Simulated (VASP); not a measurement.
A run of VASP 6.6.1 is set up as follows.

File INCAR:

```
SYSTEM = GaP
PREC = Accurate
ENCUT = 500
EDIFF = 1E-7
ISMEAR = 0
SIGMA = 0.01
LREAL = .False.
LASPH = .True.
NELM = 120
ALGO = Normal
ISIF = 3
LWAVE = .False.
LCHARG = .False.
GGA = PE
IBRION = 2
NSW = 80
EDIFFG = -0.001
PSTRESS = 60.0
GGA_COMPAT = .False.
NELMIN = 4
```

Contents of KPOINTS:

```
Automatic mesh
0
Gamma
  8 8 8
  0 0 0
```

POSCAR

```
GaP
1.0
    0.0000000000      2.7530369339      2.7530369339
    2.7530369339      0.0000000000      2.7530369339
    2.7530369339      2.7530369339      0.0000000000
Ga P
1 1
Direct
    0.0000000000      0.0000000000      0.0000000000
    0.7500000000      0.7500000000      0.7500000000
```

Potentials or basis: VASP PAW PBE potentials, release 64 (Ga_d, P).

The run is started by

```console
$ cat potpaw_PBE.64/Ga_d/POTCAR potpaw_PBE.64/P/POTCAR > POTCAR
$ mpirun -np 1 vasp_std > vasp.out
```

Estimate the space group after relaxing (to 0.05 Å).

F-43m (No. 216).

Predict the relaxed cell.

a = 3.807 Å, b = 3.807 Å, c = 3.807 Å, α = 60.00°, β = 60.00°, γ = 60.00°.

What does it give for the band gap on the k mesh?

1.57 eV, indirect (least direct gap 2.14 eV).

Final structure:
```yaml
crystal:
  lattice:
    - [0.00000, 2.69167, 2.69167]
    - [2.69167, 0.00000, 2.69167]
    - [2.69167, 2.69167, 0.00000]
  atoms:
    - { symbol: Ga, position: [0.00000, 0.00000, 0.00000] }
    - { symbol: P, position: [0.75000, 0.75000, 0.75000] }
```

Caveat: the cell is relaxed towards a set pressure, so the enthalpy falls and the energy may rise. A k mesh can miss the band edges.
